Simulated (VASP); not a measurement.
# B11N12 (a cell with a defect) in VASP: a series of runs

B11N12 (a cell with a defect) is run at these levels: PBEsol; tasks: single point.

All numbers are computed with VASP 6.6.1; they aren't measurements. Logs are shortened: lines on timing, memory, paths and dates and some standing lists are left out, and cuts for length are marked.

## 1. The cell of the first run

The cell holds a defect, 23 atoms: a = 6.269 Å, b = 6.269 Å, c = 7.112 Å, α = 64.75°, β = 64.75°, γ = 73.63°.

## 2. Single point, PBEsol (atoms taken out, then relaxed in part)

INCAR

```
PREC = Accurate
ENCUT = 520
EDIFF = 1E-7
ISMEAR = 0
SIGMA = 0.05
LREAL = Auto
LASPH = True
NELM = 60
ALGO = Normal
ISIF = 2
LWAVE = False
LCHARG = False
GGA = PS
NBANDS = 64
```

KPOINTS

```
Automatic mesh
0
Gamma
  4 4 4
```

POSCAR

```
B11N12
1.0
   -3.7562920096      3.6144936715     -3.4815292169
    3.7562920096      3.6144936715     -3.4815292169
    0.0000000000     -1.4457974686     -6.9630584338
B N
11 12
Direct
    0.5805413768      0.9126071230      0.2546184266
    0.8379047021      0.1705830214      0.4966824258
    0.5039163547      0.5045713688      0.4966824258
    0.2459404563      0.2472080435      0.2546184266
   -0.0014360934     -0.0002196419     -0.0002771009
    0.7531653715      0.7486399654      0.7502516663
    0.6654978033      0.3321644700      0.0013136645
    0.4155859847      0.0822526513      0.7512002836
    0.9192730668      0.5859397334      0.2468619074
    0.3331136915      0.6652305733     -0.0002771009
    0.0819732987      0.4198320382      0.7502516663
    0.3403433952      0.0070100619      0.3307683416
    0.7483543684      0.0831610856      0.0844541350
   -0.0000956213      0.3379588124      0.3312068800
    0.6712921458      0.6665710454      0.3312068800
    0.4164944190      0.4150210350      0.0844541350
    0.1662128941      0.1664420532      0.8344622102
    0.8984911680      0.9273678907      0.5897599204
    0.8322842569      0.4989509235      0.8350476049
    0.5819892368      0.2486559035      0.5858139715
    0.0846213706      0.7512880372      0.0797117184
    0.4997753865      0.8328795608      0.8344622102
    0.2607012240      0.5651578347      0.5897599204
```

Potentials or basis: VASP PAW PBE potentials, release 64 (B, N).

On the command line:

```
$ cat potpaw_PBE.64/B/POTCAR potpaw_PBE.64/N/POTCAR > POTCAR
$ mpirun -np 1 vasp_std > vasp.out
```

OUTCAR:

```text
PREC = Accurate
   ENCUT = 520
   EDIFF = 1E-7
   ISMEAR = 0
   LREAL = Auto
   LASPH = True
   NELM = 60
   ISIF = 2
   GGA = PS

 ion  position               nearest neighbor table
   1  0.581  0.913  0.255-  12 1.41  15 1.43  13 1.47
   2  0.838  0.171  0.497-  18 1.39  14 1.43  20 1.47
   3  0.504  0.505  0.497-  23 1.39  15 1.43  20 1.47
   4  0.246  0.247  0.255-  12 1.41  14 1.43  16 1.47
   5  0.999  1.000  1.000-  21 1.44  17 1.45  13 1.45
   6  0.753  0.749  0.750-  18 1.41  19 1.44  22 1.46
   7  0.665  0.332  0.001-  16 1.44  13 1.44  19 1.45
   8  0.416  0.082  0.751-  20 1.44  22 1.44  17 1.44
   9  0.919  0.586  0.247-  14 1.43  15 1.43  21 1.44
  10  0.333  0.665  1.000-  21 1.44  22 1.45  16 1.45
  11  0.082  0.420  0.750-  23 1.41  19 1.44  17 1.46
  12  0.340  0.007  0.331-   1 1.41   4 1.41
  13  0.748  0.083  0.084-   7 1.44   5 1.45   1 1.47
  14  1.000  0.338  0.331-   2 1.43   9 1.43   4 1.43
  15  0.671  0.667  0.331-   3 1.43   9 1.43   1 1.43
  16  0.416  0.415  0.084-   7 1.44  10 1.45   4 1.47
  17  0.166  0.166  0.834-   8 1.44   5 1.45  11 1.46
  18  0.898  0.927  0.590-   2 1.39   6 1.41
  19  0.832  0.499  0.835-  11 1.44   6 1.44   7 1.45
  20  0.582  0.249  0.586-   8 1.44   3 1.47   2 1.47
  21  0.085  0.751  0.080-   9 1.44  10 1.44   5 1.44
  22  0.500  0.833  0.834-   8 1.44  10 1.45   6 1.46
  23  0.261  0.565  0.590-   3 1.39  11 1.41

  LATTYP: Found a base centered monoclinic cell.
 ALAT       =    10.0370533902
 B/A-ratio  =     0.7484850112
 C/A-ratio  =     0.7085322469
 COS(beta)  =    -0.5328232170

  Lattice vectors:

 A1 = (   3.7562920096,  -3.6144936715,   3.4815292169)
 A2 = (  -3.7562920096,  -3.6144936715,   3.4815292169)
 A3 = (   0.0000000000,  -1.4457974686,  -6.9630584338)

Analysis of symmetry for initial positions (statically):
=====================================================================
 Subroutine PRICEL returns:
 Original cell was already a primitive cell.

 Routine SETGRP: Setting up the symmetry group for a
 base centered monoclinic supercell.

 Subroutine GETGRP returns: Found  2 space group operations
 (whereof  1 operations were pure point group operations)
 out of a pool of  4 trial point group operations.

The static configuration has the point symmetry C_1 .
 The point group associated with its full space group is C_1h.

Analysis of symmetry for dynamics (positions and initial velocities):
=====================================================================
 Subroutine PRICEL returns:
 Original cell was already a primitive cell.

 Routine SETGRP: Setting up the symmetry group for a
 base centered monoclinic supercell.

 Subroutine GETGRP returns: Found  2 space group operations
 (whereof  1 operations were pure point group operations)
 out of a pool of  4 trial point group operations.

The dynamic configuration has the point symmetry C_1 .
 The point group associated with its full space group is C_1h.

 Subroutine INISYM returns: Found  2 space group operations
 (whereof  1 operations are pure point group operations),
 and found     1 'primitive' translations

----------------------------------------------------------------------------------------

                                     Primitive cell

  volume of cell :     226.8914

  direct lattice vectors                    reciprocal lattice vectors
    -3.756292010  3.614493672 -3.481529217    -0.133109992  0.115276635 -0.023935842
     3.756292010  3.614493672 -3.481529217     0.133109992  0.115276635 -0.023935842
     0.000000000 -1.445797469 -6.963058434     0.000000000 -0.115276635 -0.119679210

  length of vectors
     6.268599513  6.268599513  7.111575991     0.177707335  0.177707335  0.166168035

  position of ions in fractional coordinates (direct lattice)
     0.580541377  0.912607123  0.254618427
     0.837904702  0.170583021  0.496682426
     0.503916355  0.504571369  0.496682426
     0.245940456  0.247208044  0.254618427
     0.998563907  0.999780358  0.999722899
     0.753165372  0.748639965  0.750251666
[... 15 lines left out ...]
     0.499775386  0.832879561  0.834462210
     0.260701224  0.565157835  0.589759920

  ion indices of the primitive-cell ions
   primitive index   ion index
                 1           1
                 2           2
                 3           3
                 4           4
                 5           5
                 6           6
[... 15 lines left out ...]
                22          22
                23          23

----------------------------------------------------------------------------------------

 KPOINTS: Automatic mesh

Automatic generation of k-mesh.
 Grid dimensions read from file:
 generate k-points for:    4    4    4

 Generating k-lattice:

  Cartesian coordinates                     Fractional coordinates (reciprocal lattice)
    -0.033277498  0.028819159 -0.005983961     0.250000000  0.000000000  0.000000000
     0.033277498  0.028819159 -0.005983961     0.000000000  0.250000000  0.000000000
     0.000000000 -0.028819159 -0.029919803     0.000000000  0.000000000  0.250000000

  Length of vectors
     0.044426834  0.044426834  0.041542009

  Shift w.r.t. Gamma in fractional coordinates (k-lattice)
     0.000000000  0.000000000  0.000000000

 Subroutine IBZKPT returns following result:
 ===========================================

 Found     24 irreducible k-points:

 Following reciprocal coordinates:
            Coordinates               Weight
  0.000000  0.000000  0.000000      1.000000
  0.250000 -0.000000  0.000000      4.000000
  0.500000 -0.000000  0.000000      2.000000
  0.250000  0.250000  0.000000      2.000000
  0.500000  0.250000  0.000000      4.000000
 -0.250000  0.250000  0.000000      2.000000
[... 16 lines left out ...]
 -0.250000  0.250000  0.500000      2.000000
  0.500000  0.500000  0.500000      1.000000
   k-points           NKPTS =     24   k-points in BZ     NKDIM =     24   number of bands    NBANDS=     64
   number of dos      NEDOS =    301   number of ions     NIONS =     23
   total plane-waves  NPLWV = 124416
   dimension x,y,z NGX =    48 NGY =   48 NGZ =   54
   dimension x,y,z NGXF=    96 NGYF=   96 NGZF=  108
   ions per type =              11  12
   NGX,Y,Z   is equivalent  to a cutoff of  12.73, 12.73, 12.62 a.u.
   NGXF,Y,Z  is equivalent  to a cutoff of  25.46, 25.46, 25.25 a.u.
 SYSTEM =  unknown system
   PREC   = accura    normal or accurate (medium, high low for compatibility)
   ISTART =      0    job   : 0-new  1-cont  2-samecut
   ICHARG =      2    charge: 1-file 2-atom 10-const
   ISPIN  =      1    spin polarized calculation?
   LNONCOLLINEAR =      F non collinear calculations
   LSORBIT =      F    spin-orbit coupling
   LASPH  =      T    aspherical Exc in radial PAW
   ENCUT  =  520.0 eV  38.22 Ry    6.18 a.u.  11.66 11.66 13.22*2*pi/ulx,y,z
   NELM   =     60;   NELMIN=  2; NELMDL= -5     # of ELM steps
   EDIFF  = 0.1E-06   stopping-criterion for ELM
   LREAL  =      T    real-space projection
   EDIFFG = 0.1E-05   stopping-criterion for IOM
   NSW    =      0    number of steps for IOM
   IBRION =     -1    ionic relax: 0-MD 1-quasi-New 2-CG
   NFREE  =      0    steps in history (QN), initial steepest desc. (CG)
   ISIF   =      2    stress and relaxation
   ISYM   =      2    0-nonsym 1-usesym 2-fastsym
   POTIM  = 0.5000    time-step for ionic-motion
   TEBEG  =    0.0;   TEEND  =   0.0 temperature during run
   PSTRESS=    0.0 pullay stress
   NELECT =      93.0000    total number of electrons
   NUPDOWN=      -1.0000    fix difference up-down
   EMIN   =  10.00;   EMAX   =-10.00  energy-range for DOS
   EFERMI =   0.00;   METHOD = LEGACY
   ISMEAR =     0;   SIGMA  =   0.05  broadening in eV -4-tet -1-fermi 0-gaus
   EFERMI_NEDOS =   21; number of points for ismear=-14 and -15
   IALGO  =     38    algorithm
   IMIX   =      4    mixing-type and parameters
     AMIX     =   0.40;   BMIX     =  1.00
     AMIX_MAG =   1.60;   BMIX_MAG =  1.00
  volume/ion in A,a.u.               =       9.86        66.57
  Fermi-wavevector in a.u.,A,eV,Ry     =   1.216083  2.298063 20.121073  1.478857
  Thomas-Fermi vector in A             =   2.351448
   LORBIT       =      0    0 simple, 1 ext, 2 COOP (PROOUT), +10 PAW based schemes
   GGA     = PS    functional components
   LHFCALC =     F    Hartree Fock is set to
   AEXX    =    0.0000 exact exchange contribution
   IVDW    =     0    specifies the selected vdW correction
   LEPSILON=     F    determine dielectric tensor
   LRPA    =     F    only Hartree local field effects (RPA)
 non-spin polarized calculation
 Gauss-broadening in eV      SIGMA  =   0.05
  energy-cutoff  :      520.00
  volume of cell :      226.89
 maximum number of plane-waves:      6130
 NGX is ok and might be reduce to    48
   NGX = 23   NGY = 23   NGZ = 27

 number of electron      93.0000011 magnetization

 Free energy of the ion-electron system (eV)
  ---------------------------------------------------
  ext. energy  EPLUGINS =         0.00000000
  ---------------------------------------------------
  free energy    TOTEN  =      -202.02740987 eV

  energy without entropy =     -202.01392880  energy(sigma->0) =     -202.02066934

 E-fermi :   1.4530     XC(G=0):  -9.8128

 val. band max:        1.4520505994   @ k =   0.0000   0.0000   0.5000
 cond. band min:       1.4640876840   @ k =   0.0000   0.0000   0.0000
 fundamental gap:      0.0120370846
 Fermi energy:         1.4529749339

 k-point     1 :       0.0000    0.0000    0.0000
  band No.  band energies     occupation
      1     -16.3239      2.00000
      2     -15.0930      2.00000
      3     -15.0396      2.00000
      4     -14.6749      2.00000
      5     -14.4365      2.00000
      6     -14.0186      2.00000
[... 50 lines left out ...]
     57       9.6002      0.00000
     58       9.6161      0.00000

 k-point     2 :       0.2500   -0.0000    0.0000
  band No.  band energies     occupation
      1     -16.1627      2.00000
      2     -15.4501      2.00000
      3     -15.1722      2.00000
      4     -14.6778      2.00000
      5     -14.3480      2.00000
      6     -13.9349      2.00000
[... 1336 lines left out ...]
      1     -16.0134      2.00000
      2     -15.8054      2.00000
      3     -14.6096      2.00000
      4     -14.6061      2.00000
      5     -14.4332      2.00000
      6     -14.2743      2.00000
[... 50 lines left out ...]
     57       9.2129      0.00000
     58       9.3714      0.00000
 [bands above 58 left out]

------------------------ aborting loop because EDIFF is reached ----------------------------------------

  FORCE on cell =-STRESS in cart. coord.  units (eV):
  Direction    XX          YY          ZZ          XY          YZ          ZX
  --------------------------------------------------------------------------------------
  -------------------------------------------------------------------------------------
  Total        2.8379266      0.3377604     -0.2646173      0.0000000      0.0135284      0.0000000
  in kB       20.0398123      2.3850706     -1.8685759      0.0000000      0.0955300      0.0000000
  external PRESSURE =       6.8521023 kB  Pullay stress =       0.0000000 kB

 VOLUME and BASIS-vectors are now :
 -----------------------------------------------------------------------------
  energy-cutoff  :      520.00
  volume of cell :      226.89
      direct lattice vectors                 reciprocal lattice vectors
    -3.756292010  3.614493672 -3.481529217    -0.133109992  0.115276635 -0.023935842
     3.756292010  3.614493672 -3.481529217     0.133109992  0.115276635 -0.023935842
     0.000000000 -1.445797469 -6.963058434     0.000000000 -0.115276635 -0.119679210

 POSITION                                       TOTAL-FORCE (eV/Angst)
 -----------------------------------------------------------------------------------
      1.24734      5.02885     -6.97136        -0.009351     -0.004074      0.001021
     -2.50666      2.92707     -6.96951        -0.003815      0.012663     -0.000482
      0.00246      2.92707     -6.96951         0.003815      0.012663     -0.000482
      0.00476      1.41436     -3.48983         0.009351     -0.004074      0.001021
      0.00457      5.77761    -13.91842        -0.000527     -0.001361      0.000289
     -0.01700      4.34355    -10.45263        -0.011161     -0.004807     -0.002400
[... 15 lines left out ...]
      1.25124      3.61041    -10.45009         0.000605      0.000686      0.000794
      1.14363      2.13239     -6.98179         0.018322      0.011706      0.002835
 -----------------------------------------------------------------------------------
    total drift:                               -0.000001     -0.001072     -0.000196

  FREE ENERGIE OF THE ION-ELECTRON SYSTEM (eV)
  ---------------------------------------------------
  free  energy   TOTEN  =      -202.0274098718 eV

  energy  without entropy=     -202.0139288047  energy(sigma->0) =     -202.02066934
```

Run time: 7.9 min. Hardware: 1 thread of AMD EPYC 9R45 (Zen 5), shared host; peak memory 0.42 GiB.

Results:

- Free energy: -202.0274 eV
- Pressure: 0.7 GPa
- Largest force: 0.025 eV/Å
- Band gap on the k mesh: zero (an odd number of electrons rules out a gap without spin polarisation)

Forces on the atoms (eV/Å):
```
B   -0.009 -0.004  0.001
B   -0.004  0.013  0.000
B    0.004  0.013  0.000
B    0.009 -0.004  0.001
B   -0.001 -0.001  0.000
B   -0.011 -0.005 -0.002
B    0.000  0.005  0.001
B    0.000  0.001  0.000
B    0.000 -0.005 -0.001
B    0.001 -0.001  0.000
B    0.011 -0.005 -0.002
N    0.000 -0.024 -0.007
N    0.000  0.000 -0.001
N   -0.001 -0.007  0.001
N    0.001 -0.007  0.001
N    0.000  0.000 -0.001
N   -0.001  0.001  0.001
N   -0.018  0.012  0.003
N    0.000  0.008  0.000
N    0.000 -0.002  0.001
N    0.000  0.001  0.000
N    0.001  0.001  0.001
N    0.018  0.012  0.003
```

Stress tensor (GPa, compression positive):
```
 2.00  0.00  0.00
 0.00  0.24  0.01
 0.00  0.01 -0.19
```

Caveat: the cell differs from its parent crystal (atoms taken out, then relaxed in part); the PAW data sets were made with another functional, which shifts forces and pressure a little; an odd number of electrons without spin polarisation forces a metal; a magnetic or distorted state may lie lower.

(Part 1 of 2 ends here.)
